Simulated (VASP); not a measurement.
Here is a VASP 6.6.1 calculation.

Contents of INCAR:

```
  ALGO = Normal
  EDIFF = 1E-7
  ENCUT = 520
  GGA = PS
  ISIF = 2
  ISMEAR = 0
  LASPH = T
  LCHARG = T
  LELF = T
  LREAL = F
  LVHAR = T
  LWAVE = F
  NBANDS = 28
  NELM = 80
  PREC = Accurate
  SIGMA = 0.1
```

The input KPOINTS:

```
k-points
0
Gamma
  6 6 4
```

Contents of POSCAR:

```
PbO
1.0
    3.8886342860      0.0000000000      0.0000000000
    0.0000000000      3.8886342860      0.0000000000
    0.0000000000      0.0000000000      4.8575372666
Pb O
2 2
Direct
    0.0000000000      0.5000000000      0.2423994224
    0.5000000000      0.0000000000      0.7576005776
    0.5000000000      0.5000000000      0.0000000000
    0.0000000000      0.0000000000      0.0000000000
```

Potentials or basis: VASP PAW PBE potentials, release 64 (Pb_d, O).

Run with:

```console
$ cat potpaw_PBE.64/Pb_d/POTCAR potpaw_PBE.64/O/POTCAR > POTCAR
$ mpirun -np 1 vasp_std > vasp.out
```

**Question.** Estimate the band gap on the k mesh.

**Answer.** 0.91 eV (least direct gap 2.21 eV).

**Question.** Predict the largest force.

**Answer.** 0.687 eV/Å.

**Question.** Predict the pressure.

**Answer.** 6.3 GPa.

Forces in eV/Å, atoms in the order of the input:
```
Pb   0.000  0.000  0.687
Pb   0.000  0.000 -0.687
O    0.000  0.000  0.000
O    0.000  0.000  0.000
```

Caveat: the cell stands under pressure; the PAW data sets were made with another functional, which shifts forces and pressure a little; spin-orbit coupling is left out, which moves the levels of the heavy elements. A k mesh can miss the band edges.
